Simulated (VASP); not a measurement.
# H in VASP: single point with PBEsol

Aim: the single point of H with PBEsol.

Program: VASP 6.6.1. These are calculated values, not measurements. Logs are shortened: lines on timing, memory, paths and dates and some standing lists are left out, and cuts for length are marked.

### 1 The cell of the first run

The cell holds a slab with vacuum, 2 atoms: a = 4.071 Å, b = 4.071 Å, c = 8.941 Å, α = 90.00°, β = 90.00°, γ = 90.00°.

### 2 Single point, PBEsol

INCAR

```
PREC     = Accurate       # precision mode
ENCUT    = 520            # plane-wave cutoff, eV
EDIFF    = 1E-6           # SCF threshold, eV
ISMEAR   = 1              # smearing method
SIGMA    = 0.05           # smearing width, eV
LREAL    = F              # projectors in reciprocal space
LASPH    = T              # aspherical terms in the spheres
NELM     = 80             # most SCF steps
ALGO     = Normal         # electronic algorithm
ISIF     = 2              # what is computed and relaxed
LWAVE    = F              # write WAVECAR
LCHARG   = F              # write CHGCAR
GGA      = PS             # functional
NBANDS   = 8              # bands
```

KPOINTS

```
Automatic mesh
0
Gamma
  6 6 2
```

POSCAR

```
H
1.0
    4.0710000000      0.0000000000      0.0000000000
    0.0000000000      4.0710000000      0.0000000000
    0.0000000000      0.0000000000      8.9410000000
H
2
Direct
    0.0000000000      0.0000000000      0.0000000000
    0.5000000000      0.5000000000      0.0000000000
```

Potentials or basis: VASP PAW PBE potentials, release 64 (H).

On the command line:

```sh
$ cat potpaw_PBE.64/H/POTCAR > POTCAR
$ mpirun -np 1 vasp_std > vasp.out
```

OUTCAR:

```text
PREC = Accurate
   ENCUT = 520
   EDIFF = 1E-6
   ISMEAR = 1
   LREAL = F
   LASPH = T
   NELM = 80
   ISIF = 2
   GGA = PS

 ion  position               nearest neighbor table
   1  0.000  0.000  0.000-
   2  0.500  0.500  0.000-

  LATTYP: Found a simple tetragonal cell.
 ALAT       =     4.0710000000
 C/A-ratio  =     2.1962662736

  Lattice vectors:

 A1 = (   4.0710000000,   0.0000000000,   0.0000000000)
 A2 = (   0.0000000000,   4.0710000000,   0.0000000000)
 A3 = (   0.0000000000,   0.0000000000,   8.9410000000)

Analysis of symmetry for initial positions (statically):
=====================================================================
 Subroutine PRICEL returns following result:

  LATTYP: Found a simple tetragonal cell.
 ALAT       =     2.8786317062
 C/A-ratio  =     3.1059895508

  Lattice vectors:

 A1 = (   2.0355000000,  -2.0355000000,   0.0000000000)
 A2 = (   2.0355000000,   2.0355000000,   0.0000000000)
 A3 = (   0.0000000000,   0.0000000000,   8.9410000000)

   2 primitive cells build up your supercell.

 Routine SETGRP: Setting up the symmetry group for a
 simple tetragonal supercell.

 Subroutine GETGRP returns: Found 16 space group operations
 (whereof 16 operations were pure point group operations)
 out of a pool of 16 trial point group operations.

The static configuration has the point symmetry D_4h.

Analysis of symmetry for dynamics (positions and initial velocities):
=====================================================================
 Subroutine PRICEL returns following result:

  LATTYP: Found a simple tetragonal cell.
 ALAT       =     2.8786317062
 C/A-ratio  =     3.1059895508

  Lattice vectors:

 A1 = (   2.0355000000,  -2.0355000000,   0.0000000000)
 A2 = (   2.0355000000,   2.0355000000,   0.0000000000)
 A3 = (   0.0000000000,   0.0000000000,   8.9410000000)

   2 primitive cells build up your supercell.

 Routine SETGRP: Setting up the symmetry group for a
 simple tetragonal supercell.

 Subroutine GETGRP returns: Found 16 space group operations
 (whereof 16 operations were pure point group operations)
 out of a pool of 16 trial point group operations.

The dynamic configuration has the point symmetry D_4h.

 Subroutine INISYM returns: Found 16 space group operations
 (whereof 16 operations are pure point group operations),
 and found     2 'primitive' translations

----------------------------------------------------------------------------------------

                                     Primitive cell

  volume of cell :      74.0898

  direct lattice vectors                    reciprocal lattice vectors
     2.035500000 -2.035500000  0.000000000     0.245639892 -0.245639892  0.000000000
     2.035500000  2.035500000  0.000000000     0.245639892  0.245639892  0.000000000
     0.000000000  0.000000000  8.941000000     0.000000000  0.000000000  0.111844313

  length of vectors
     2.878631706  2.878631706  8.941000000     0.347387267  0.347387267  0.111844313

  position of ions in fractional coordinates (direct lattice)
     0.000000000  0.000000000  0.000000000

  ion indices of the primitive-cell ions
   primitive index   ion index
                 1           1

----------------------------------------------------------------------------------------

 KPOINTS: Automatic mesh

Automatic generation of k-mesh.
 Grid dimensions read from file:
 generate k-points for:    6    6    2

 Generating k-lattice:

  Cartesian coordinates                     Fractional coordinates (reciprocal lattice)
     0.040939982  0.000000000  0.000000000     0.166666667  0.000000000  0.000000000
     0.000000000  0.040939982  0.000000000     0.000000000  0.166666667  0.000000000
     0.000000000  0.000000000  0.055922156     0.000000000  0.000000000  0.500000000

  Length of vectors
     0.040939982  0.040939982  0.055922156

  Shift w.r.t. Gamma in fractional coordinates (k-lattice)
     0.000000000  0.000000000  0.000000000

 Subroutine IBZKPT returns following result:
 ===========================================

 Found     20 irreducible k-points:

 Following reciprocal coordinates:
            Coordinates               Weight
  0.000000  0.000000  0.000000      1.000000
  0.166667  0.000000  0.000000      4.000000
  0.333333  0.000000  0.000000      4.000000
  0.500000  0.000000  0.000000      2.000000
  0.166667  0.166667  0.000000      4.000000
  0.333333  0.166667  0.000000      8.000000
[... 12 lines left out ...]
  0.500000  0.333333  0.500000      4.000000
  0.500000  0.500000  0.500000      1.000000
   k-points           NKPTS =     20   k-points in BZ     NKDIM =     20   number of bands    NBANDS=      8
   number of dos      NEDOS =    301   number of ions     NIONS =      2
   total plane-waves  NPLWV =  63000
   dimension x,y,z NGX =    30 NGY =   30 NGZ =   70
   dimension x,y,z NGXF=    60 NGYF=   60 NGZF=  140
   ions per type =               2
   NGX,Y,Z   is equivalent  to a cutoff of  12.25, 12.25, 13.02 a.u.
   NGXF,Y,Z  is equivalent  to a cutoff of  24.50, 24.50, 26.03 a.u.
 SYSTEM =  unknown system
   PREC   = accura    normal or accurate (medium, high low for compatibility)
   ISTART =      0    job   : 0-new  1-cont  2-samecut
   ICHARG =      2    charge: 1-file 2-atom 10-const
   ISPIN  =      1    spin polarized calculation?
   LNONCOLLINEAR =      F non collinear calculations
   LSORBIT =      F    spin-orbit coupling
   LASPH  =      T    aspherical Exc in radial PAW
   ENCUT  =  520.0 eV  38.22 Ry    6.18 a.u.   7.57  7.57 16.62*2*pi/ulx,y,z
   NELM   =     80;   NELMIN=  2; NELMDL= -5     # of ELM steps
   EDIFF  = 0.1E-05   stopping-criterion for ELM
   LREAL  =      F    real-space projection
   EDIFFG = 0.1E-04   stopping-criterion for IOM
   NSW    =      0    number of steps for IOM
   IBRION =     -1    ionic relax: 0-MD 1-quasi-New 2-CG
   NFREE  =      0    steps in history (QN), initial steepest desc. (CG)
   ISIF   =      2    stress and relaxation
   ISYM   =      2    0-nonsym 1-usesym 2-fastsym
   POTIM  = 0.5000    time-step for ionic-motion
   TEBEG  =    0.0;   TEEND  =   0.0 temperature during run
   PSTRESS=    0.0 pullay stress
   NELECT =       2.0000    total number of electrons
   NUPDOWN=      -1.0000    fix difference up-down
   EMIN   =  10.00;   EMAX   =-10.00  energy-range for DOS
   EFERMI =   0.00;   METHOD = LEGACY
   ISMEAR =     1;   SIGMA  =   0.05  broadening in eV -4-tet -1-fermi 0-gaus
   EFERMI_NEDOS =   21; number of points for ismear=-14 and -15
   IALGO  =     38    algorithm
   IMIX   =      4    mixing-type and parameters
     AMIX     =   0.40;   BMIX     =  1.00
     AMIX_MAG =   1.60;   BMIX_MAG =  1.00
  volume/ion in A,a.u.               =      74.09       499.98
  Fermi-wavevector in a.u.,A,eV,Ry     =   0.389782  0.736582  2.067136  0.151930
  Thomas-Fermi vector in A             =   1.331266
   LORBIT       =      0    0 simple, 1 ext, 2 COOP (PROOUT), +10 PAW based schemes
   GGA     = PS    functional components
   LHFCALC =     F    Hartree Fock is set to
   AEXX    =    0.0000 exact exchange contribution
   IVDW    =     0    specifies the selected vdW correction
   LEPSILON=     F    determine dielectric tensor
   LRPA    =     F    only Hartree local field effects (RPA)
 non-spin polarized calculation
 Methfessel and Paxton  Order N= 1 SIGMA  =   0.05
  energy-cutoff  :      520.00
  volume of cell :      148.18
 maximum number of plane-waves:      4028
   NGX = 15   NGY = 15   NGZ = 33

 number of electron       1.9999999 magnetization

 Free energy of the ion-electron system (eV)
  ---------------------------------------------------
  ext. energy  EPLUGINS =         0.00000000
  ---------------------------------------------------
  free energy    TOTEN  =        -0.96508806 eV

  energy without entropy =       -0.96405143  energy(sigma->0) =       -0.96474252

 E-fermi :  -6.2357     XC(G=0):  -2.3129

 val. band max:       -6.2607890005   @ k =   0.5000   0.1667   0.5000
 cond. band min:      -6.0889205559   @ k =   0.5000   0.3333   0.0000
 fundamental gap:      0.1718684446
 Fermi energy:        -6.2357159950

 k-point     1 :       0.0000    0.0000    0.0000
  band No.  band energies     occupation
      1      -7.7579      2.00000
      2      -4.6654      0.00000
      3      -0.0384      0.00000
      4       0.2049      0.00000
      5       4.1925      0.00000
      6       4.8426      0.00000
      7       4.8426      0.00000
      8       5.3811      0.00000

 k-point     2 :       0.1667    0.0000    0.0000
  band No.  band energies     occupation
      1      -7.5832      2.00000
      2      -4.8976      0.00000
      3       0.2125      0.00000
      4       0.4415      0.00000
      5       3.8421      0.00000
      6       4.2697      0.00000
      7       5.0930      0.00000
      8       5.6299      0.00000

 k-point     3 :       0.3333    0.0000    0.0000
  band No.  band energies     occupation
      1      -7.0831      2.00000
      2      -5.5272     -0.00000
      3       0.9647      0.00000
      4       1.1346      0.00000
      5       3.0373      0.00000
      6       3.9627      0.00000
      7       4.2968      0.00000
      8       4.8591      0.00000
[... 166 lines left out ...]
 k-point    19 :       0.5000    0.3333    0.5000
  band No.  band energies     occupation
      1      -6.0888     -0.00026
      2      -6.0888     -0.00026
      3       1.4924      0.00000
      4       1.4924      0.00000
      5       2.7090      0.00000
      6       2.7090      0.00000
      7       5.1927      0.00000
      8       5.1927      0.00000

 k-point    20 :       0.5000    0.5000    0.5000
  band No.  band energies     occupation
      1      -5.9951     -0.00000
      2      -5.9951     -0.00000
      3       1.0678      0.00000
      4       1.0678      0.00000
      5       3.7507      0.00000
      6       3.7507      0.00000
      7       4.1987      0.00000
      8       4.1987      0.00000

------------------------ aborting loop because EDIFF is reached ----------------------------------------

  FORCE on cell =-STRESS in cart. coord.  units (eV):
  Direction    XX          YY          ZZ          XY          YZ          ZX
  --------------------------------------------------------------------------------------
  -------------------------------------------------------------------------------------
  Total       -2.1546555     -2.1546555     -0.0137103      0.0000000     -0.0000000      0.0000000
  in kB      -23.2970068    -23.2970068     -0.1482418      0.0000000     -0.0000000      0.0000000
  external PRESSURE =     -15.5807518 kB  Pullay stress =       0.0000000 kB

 VOLUME and BASIS-vectors are now :
 -----------------------------------------------------------------------------
  energy-cutoff  :      520.00
  volume of cell :      148.18
      direct lattice vectors                 reciprocal lattice vectors
     4.071000000  0.000000000  0.000000000     0.245639892  0.000000000  0.000000000
     0.000000000  4.071000000  0.000000000     0.000000000  0.245639892  0.000000000
     0.000000000  0.000000000  8.941000000     0.000000000  0.000000000  0.111844313

 POSITION                                       TOTAL-FORCE (eV/Angst)
 -----------------------------------------------------------------------------------
      0.00000      0.00000      0.00000         0.000000      0.000000      0.000000
      2.03550      2.03550      0.00000        -0.000000     -0.000000     -0.000000
 -----------------------------------------------------------------------------------
    total drift:                                0.000000      0.000000      0.000000

  FREE ENERGIE OF THE ION-ELECTRON SYSTEM (eV)
  ---------------------------------------------------
  free  energy   TOTEN  =        -0.9650880601 eV

  energy  without entropy=       -0.9640514287  energy(sigma->0) =       -0.96474252
```

Run time: 24 s. Hardware: 1 thread of Intel Xeon 8259CL, shared host; peak memory 0.23 GiB.

What came out:

* Free energy: -0.9651 eV
* Band gap on the k mesh: zero (bands 1 and 2 overlap by 0.35 eV)

Levels at points of the mesh, in eV from the Fermi level:
```csv
k point,band 1,band 2,band 3,band 4
"(0.00, 0.00, 0.00)",-1.52,1.57,6.20,6.44
"(0.50, 0.00, 0.00)",-0.10,-0.10,8.41,8.41
"(0.50, 0.50, 0.00)",0.24,0.24,7.29,7.29
"(0.00, 0.00, 0.50)",-1.52,1.57,5.69,7.75
"(0.50, 0.00, 0.50)",-0.10,-0.10,7.95,7.95
"(0.50, 0.50, 0.50)",0.24,0.24,7.30,7.30
```

Caveat: the PAW data sets were made with another functional, which shifts forces and pressure a little.
